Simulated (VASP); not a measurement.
# BeS (F-43m) in VASP: further runs, part 2 of 2

VASP 6.6.1. The steps go on from the part before.

### 3 Relaxation of cell and atoms, PBEsol, target pressure 0.6 GPa, at which the enthalpy is minimised

This run uses another cell than the first one, of 14.26 Å³/atom.

INCAR reads:

```
SYSTEM = BeS
ALGO     = Normal         ! electronic algorithm
EDIFF    = 1E-7           ! SCF threshold, eV
EDIFFG   = -0.05          ! ionic threshold
ENCUT    = 600            ! plane-wave cutoff, eV
GGA      = PS             ! functional
GGA_COMPAT= .False.      
IBRION   = 2              ! ionic algorithm
ISIF     = 3              ! what is computed and relaxed
ISMEAR   = 0              ! smearing method
LASPH    = .True.         ! aspherical terms in the spheres
LCHARG   = .False.        ! write CHGCAR
LREAL    = .False.        ! projectors in reciprocal space
LWAVE    = .False.        ! write WAVECAR
NELM     = 120            ! most SCF steps
NELMIN   = 4            
NSW      = 80             ! ionic steps
PREC     = Accurate       ! precision mode
PSTRESS  = 6.0          
SIGMA    = 0.1            ! smearing width, eV
```

KPOINTS reads:

```
k-points
0
Gamma
  8 8 8
  0 0 0
```

POSCAR reads:

```
BeS
1.0
    0.0000000000      2.4250000000      2.4250000000
    2.4250000000      0.0000000000      2.4250000000
    2.4250000000      2.4250000000      0.0000000000
Be S
1 1
Direct
    0.0000000000      0.0000000000      0.0000000000
    0.2500000000      0.2500000000      0.2500000000
```

Potentials or basis: VASP PAW PBE potentials, release 64 (Be, S).

The run is started by

```bash
> cat potpaw_PBE.64/Be/POTCAR potpaw_PBE.64/S/POTCAR > POTCAR
> mpirun -np 1 vasp_std > vasp.out
```

OUTCAR:

```text
SYSTEM = BeS
   EDIFF = 1E-7
   EDIFFG = -0.05
   ENCUT = 600
   GGA = PS
   IBRION = 2
   ISIF = 3
   ISMEAR = 0
   LASPH = .True.
   LREAL = .False.
   NELM = 120
   NELMIN = 4
   NSW = 80
   PREC = Accurate
   PSTRESS = 6.0

 ion  position               nearest neighbor table
   1  0.000  0.000  0.000-   2 2.10   2 2.10   2 2.10   2 2.10
   2  0.250  0.250  0.250-   1 2.10   1 2.10   1 2.10   1 2.10

  LATTYP: Found a face centered cubic cell.
 ALAT       =     4.8500000000

  Lattice vectors:

 A1 = (   0.0000000000,   2.4250000000,   2.4250000000)
 A2 = (   2.4250000000,   0.0000000000,   2.4250000000)
 A3 = (   2.4250000000,   2.4250000000,   0.0000000000)

Analysis of symmetry for initial positions (statically):
=====================================================================
 Subroutine PRICEL returns:
 Original cell was already a primitive cell.

 Routine SETGRP: Setting up the symmetry group for a
 face centered cubic supercell.

 Subroutine GETGRP returns: Found 24 space group operations
 (whereof 24 operations were pure point group operations)
 out of a pool of 48 trial point group operations.

The static configuration has the point symmetry T_d .

Analysis of symmetry for dynamics (positions and initial velocities):
=====================================================================
 Subroutine PRICEL returns:
 Original cell was already a primitive cell.

 Routine SETGRP: Setting up the symmetry group for a
 face centered cubic supercell.

 Subroutine GETGRP returns: Found 24 space group operations
 (whereof 24 operations were pure point group operations)
 out of a pool of 48 trial point group operations.

The dynamic configuration has the point symmetry T_d .

 Subroutine INISYM returns: Found 24 space group operations
 (whereof 24 operations are pure point group operations),
 and found     1 'primitive' translations

----------------------------------------------------------------------------------------

                                     Primitive cell

  volume of cell :      28.5210

  direct lattice vectors                    reciprocal lattice vectors
     0.000000000  2.425000000  2.425000000    -0.206185567  0.206185567  0.206185567
     2.425000000  0.000000000  2.425000000     0.206185567 -0.206185567  0.206185567
     2.425000000  2.425000000  0.000000000     0.206185567  0.206185567 -0.206185567

  length of vectors
     3.429467889  3.429467889  3.429467889     0.357123878  0.357123878  0.357123878

  position of ions in fractional coordinates (direct lattice)
     0.000000000  0.000000000  0.000000000
     0.250000000  0.250000000  0.250000000

  ion indices of the primitive-cell ions
   primitive index   ion index
                 1           1
                 2           2

----------------------------------------------------------------------------------------

 KPOINTS: k-points
[... 100 lines left out ...]
 non-spin polarized calculation
 Gauss-broadening in eV      SIGMA  =   0.10
  energy-cutoff  :      600.00
  volume of cell :       28.52
 maximum number of plane-waves:       961
   NGX = 13   NGY = 13   NGZ = 13

--------------------------------------- Ionic step        1  -------------------------------------------

 number of electron       7.9999999 magnetization

 Free energy of the ion-electron system (eV)
  ---------------------------------------------------
  ext. energy  EPLUGINS =         0.00000000
  ---------------------------------------------------
  free energy    TOTEN  =       -10.56413731 eV

  energy without entropy =      -10.56413731  energy(sigma->0) =      -10.56413731

------------------------ aborting loop because EDIFF is reached ----------------------------------------

  FORCE on cell =-STRESS in cart. coord.  units (eV):
  Direction    XX          YY          ZZ          XY          YZ          ZX
  --------------------------------------------------------------------------------------
  -------------------------------------------------------------------------------------
  Total       -0.0943566     -0.0943566     -0.0943566      0.0000000      0.0000000     -0.0000000
  in kB       -5.3005113     -5.3005113     -5.3005113      0.0000000      0.0000000     -0.0000000
  external PRESSURE =     -11.3005113 kB  Pullay stress =       6.0000000 kB

 VOLUME and BASIS-vectors are now :
 -----------------------------------------------------------------------------
  energy-cutoff  :      600.00
  volume of cell :       28.52
      direct lattice vectors                 reciprocal lattice vectors
     0.000000000  2.425000000  2.425000000    -0.206185567  0.206185567  0.206185567
     2.425000000  0.000000000  2.425000000     0.206185567 -0.206185567  0.206185567
     2.425000000  2.425000000  0.000000000     0.206185567  0.206185567 -0.206185567

 POSITION                                       TOTAL-FORCE (eV/Angst)
 -----------------------------------------------------------------------------------
      0.00000      0.00000      0.00000        -0.000000     -0.000000     -0.000000
      1.21250      1.21250      1.21250         0.000000      0.000000      0.000000
 -----------------------------------------------------------------------------------
    total drift:                               -0.000000     -0.000000     -0.000000

  FREE ENERGIE OF THE ION-ELECTRON SYSTEM (eV)
  ---------------------------------------------------
  free  energy   TOTEN  =       -10.5641373095 eV

  energy  without entropy=      -10.5641373095  energy(sigma->0) =      -10.56413731

  enthalpy is  TOTEN    =       -10.4573287907 eV   P V=        0.1068085188

--------------------------------------- Ionic step        2  -------------------------------------------

 number of electron       8.0000000 magnetization

 Free energy of the ion-electron system (eV)
  ---------------------------------------------------
  ext. energy  EPLUGINS =         0.00000000
  ---------------------------------------------------
  free energy    TOTEN  =       -10.56369365 eV

  energy without entropy =      -10.56369365  energy(sigma->0) =      -10.56369365

 E-fermi :   4.7036     XC(G=0):  -9.9607

 val. band max:        4.2966211678   @ k =   0.0000   0.0000   0.0000
 cond. band min:       7.1914595481   @ k =   0.5000   0.5000   0.0000
 fundamental gap:      2.8948383803
 Fermi energy:         4.7036238456

 k-point     1 :       0.0000    0.0000    0.0000
  band No.  band energies     occupation
      1      -9.5206      2.00000
      2       4.2966      2.00000
      3       4.2966      2.00000
      4       4.2966      2.00000
      5       9.8994      0.00000
      6       9.8994      0.00000
      7       9.8994      0.00000
      8      10.1257      0.00000
[... 243 lines left out ...]
 k-point    24 :      -0.3750    0.2500    0.1250
  band No.  band energies     occupation
      1      -7.5584      2.00000
      2      -1.1144      2.00000
      3       1.4398      2.00000
      4       2.3931      2.00000
      5      10.2582      0.00000
      6      10.8342      0.00000
      7      13.4487      0.00000
      8      14.7849      0.00000

 [... further k-points ...]
[... 5 lines left out ...]
  --------------------------------------------------------------------------------------
  -------------------------------------------------------------------------------------
  Total        0.1570686      0.1570686      0.1570686     -0.0000000      0.0000000     -0.0000000
  in kB        8.9530755      8.9530755      8.9530755     -0.0000000      0.0000000     -0.0000000
  external PRESSURE =       2.9530755 kB  Pullay stress =       6.0000000 kB

 VOLUME and BASIS-vectors are now :
 -----------------------------------------------------------------------------
  energy-cutoff  :      600.00
  volume of cell :       28.11
      direct lattice vectors                 reciprocal lattice vectors
     0.000000000  2.413233002  2.413233002    -0.207190934  0.207190934  0.207190934
     2.413233002 -0.000000000  2.413233002     0.207190934 -0.207190934  0.207190934
     2.413233002  2.413233002 -0.000000000     0.207190934  0.207190934 -0.207190934

 POSITION                                       TOTAL-FORCE (eV/Angst)
 -----------------------------------------------------------------------------------
      4.82647      4.82647      4.82647        -0.000000     -0.000000     -0.000000
      1.20662      1.20662      1.20662         0.000000      0.000000      0.000000
 -----------------------------------------------------------------------------------
    total drift:                               -0.000000     -0.000000     -0.000000

  FREE ENERGIE OF THE ION-ELECTRON SYSTEM (eV)
  ---------------------------------------------------
  free  energy   TOTEN  =       -10.5636936540 eV

  energy  without entropy=      -10.5636936540  energy(sigma->0) =      -10.56369365

  enthalpy is  TOTEN    =       -10.4584324263 eV   P V=        0.1052612278

 reached required accuracy - stopping structural energy minimisation
```

It took 13 s on 1 thread of AMD EPYC 7R43 (Zen 3), shared host; peak memory 0.12 GiB.

Results:

| Item | Value |
| --- | --- |
| Free energy | -10.5637 eV |
| Relaxed volume | 14.05 Å³/atom |
| Relaxed cell | a = 3.413 Å, b = 3.413 Å, c = 3.413 Å, α = 60.00°, β = 60.00°, γ = 60.00° |
| Space group after relaxing (to 0.1 Å) | F-43m (No. 216) |
| Energy change on relaxing (the run minimises the enthalpy) | +0.2 meV/atom |
| Ionic steps | 2 |
| Pressure after relaxing | 0.9 GPa |
| Band gap on the k mesh | 2.89 eV (least direct gap 5.60 eV) |

The path:
| step | energy change (eV) | largest force (eV/Å) | pressure (GPa) | volume (Å³) |
| --- | --- | --- | --- | --- |
| 1 | 0.0000 | 0.0000 | -0.53 | 28.52 |
| 2 | 0.0004 | 0.0000 | 0.90 | 28.11 |

Final structure:
```yaml
crystal:
  lattice:
    - [0.00000, 2.41323, 2.41323]
    - [2.41323, 0.00000, 2.41323]
    - [2.41323, 2.41323, 0.00000]
  atoms:
    - { symbol: Be, position: [0.00000, 0.00000, 0.00000] }
    - { symbol: S, position: [0.25000, 0.25000, 0.25000] }
```

Levels at points of the mesh, in eV from the valence-band top:
| k point | band 1 | band 2 | band 3 | band 4 | band 5 | band 6 | band 7 | band 8 |
| --- | --- | --- | --- | --- | --- | --- | --- | --- |
| (0.00, 0.00, 0.00) | -13.82 | 0.00 | 0.00 | 0.00 | 5.60 | 5.60 | 5.60 | 5.83 |
| (0.50, 0.00, 0.00) | -12.14 | -5.96 | -1.06 | -1.06 | 5.43 | 6.48 | 6.48 | 11.04 |
| (0.50, 0.50, 0.00) | -11.58 | -5.15 | -2.72 | -2.72 | 2.89 | 4.80 | 12.87 | 12.87 |

Caveat: the cell is relaxed towards a set pressure, so the run minimises the enthalpy, not the energy; the PAW data sets were made with another functional, which shifts forces and pressure a little.

### 4 Relaxation of cell and atoms, PBEsol, target pressure 0.6 GPa, at which the enthalpy is minimised

INCAR reads:

```
SYSTEM = BeS
  PREC = Accurate
  ENCUT = 600
  EDIFF = 1E-7
  ISMEAR = 0
  SIGMA = 0.01
  LREAL = .False.
  LASPH = .True.
  NELM = 120
  ALGO = Normal
  ISIF = 3
  LWAVE = .False.
  LCHARG = .False.
  GGA = PS
  IBRION = 2
  NSW = 80
  EDIFFG = -0.002
  PSTRESS = 6.0
  GGA_COMPAT = .False.
  NELMIN = 4
```

KPOINTS reads:

```
Automatic mesh
0
Gamma
  8 8 8
  0 0 0
```

POSCAR reads:

```
BeS
1.0
    0.0000000000      2.4140345505      2.4140345505
    2.4140345505      0.0000000000      2.4140345505
    2.4140345505      2.4140345505      0.0000000000
Be S
1 1
Direct
    0.0000000000      0.0000000000      0.0000000000
    0.2500000000      0.2500000000      0.2500000000
```

The run is started by

```bash
> cat potpaw_PBE.64/Be/POTCAR potpaw_PBE.64/S/POTCAR > POTCAR
> mpirun -np 1 vasp_std > vasp.out
```

It took 14 s on 1 thread of AMD EPYC 7R43 (Zen 3), shared host; peak memory 0.11 GiB.

Results (log left out):

| Quantity | Value |
| --- | --- |
| Free energy | -10.5640 eV |
| Relaxed volume | 14.09 Å³/atom |
| Relaxed cell | a = 3.416 Å, b = 3.416 Å, c = 3.416 Å, α = 60.00°, β = 60.00°, γ = 60.00° |
| Space group after relaxing (to 0.1 Å) | F-43m (No. 216) |
| Energy change on relaxing (the run minimises the enthalpy) | -0.1 meV/atom |
| Ionic steps | 3 |
| Pressure after relaxing | 0.6 GPa |
| Band gap on the k mesh | 2.90 eV (least direct gap 5.60 eV) |

The path:
| step | energy change (eV) | largest force (eV/Å) | pressure (GPa) | volume (Å³) |
| --- | --- | --- | --- | --- |
| 1 | 0.0000 | 0.0000 | 0.80 | 28.14 |
| 2 | -0.0003 | 0.0000 | 0.54 | 28.21 |
| 3 | -0.0002 | 0.0000 | 0.60 | 28.19 |

Final structure:
```
CELL_PARAMETERS angstrom
0.00000 2.41557 2.41557
2.41557 0.00000 2.41557
2.41557 2.41557 0.00000
ATOMIC_POSITIONS crystal
Be 0.00000 0.00000 0.00000
S 0.25000 0.25000 0.25000
```

Levels at points of the mesh, in eV from the valence-band top:
| k point | band 1 | band 2 | band 3 | band 4 | band 5 | band 6 | band 7 | band 8 |
| --- | --- | --- | --- | --- | --- | --- | --- | --- |
| (0.00, 0.00, 0.00) | -13.80 | 0.00 | 0.00 | 0.00 | 5.60 | 5.60 | 5.60 | 5.80 |
| (0.50, 0.00, 0.00) | -12.13 | -5.94 | -1.06 | -1.06 | 5.42 | 6.48 | 6.48 | 11.03 |
| (0.50, 0.50, 0.00) | -11.57 | -5.13 | -2.71 | -2.71 | 2.90 | 4.80 | 12.84 | 12.84 |

Caveat: the cell is relaxed towards a set pressure, so the run minimises the enthalpy, not the energy; the PAW data sets were made with another functional, which shifts forces and pressure a little. A k mesh can miss the band edges.

### 5 Overview

| task | cell | smearing | gap on the mesh (eV) | pressure (GPa) |
| --- | --- | --- | --- | --- |
| single point | a = 3.414 Å, angles 60.0°, 2 atoms | gaussian 0.02 eV | 2.90 | 0.8 |
| relaxation of cell and atoms | relaxed to 0.6 GPa from a = 3.429 Å, angles 60.0°, 2 atoms | gaussian 0.1 eV | 2.89 | 0.9 |
| relaxation of cell and atoms | relaxed to 0.6 GPa from a = 3.414 Å, angles 60.0°, 2 atoms | gaussian 0.01 eV | 2.90 | 0.6 |

Alike in all rows: level PBEsol; potentials or basis VASP PAW PBE potentials, release 64 (Be, S); no spin polarisation; k mesh 8 × 8 × 8; cutoff (eV) 600.

Caveats: the PAW data sets were made with another functional, which shifts forces and pressure a little; the cell is relaxed towards a set pressure, so the run minimises the enthalpy, not the energy (at least some runs).

Total energies depend on the potentials used, so only differences within one code and one set of settings carry meaning.
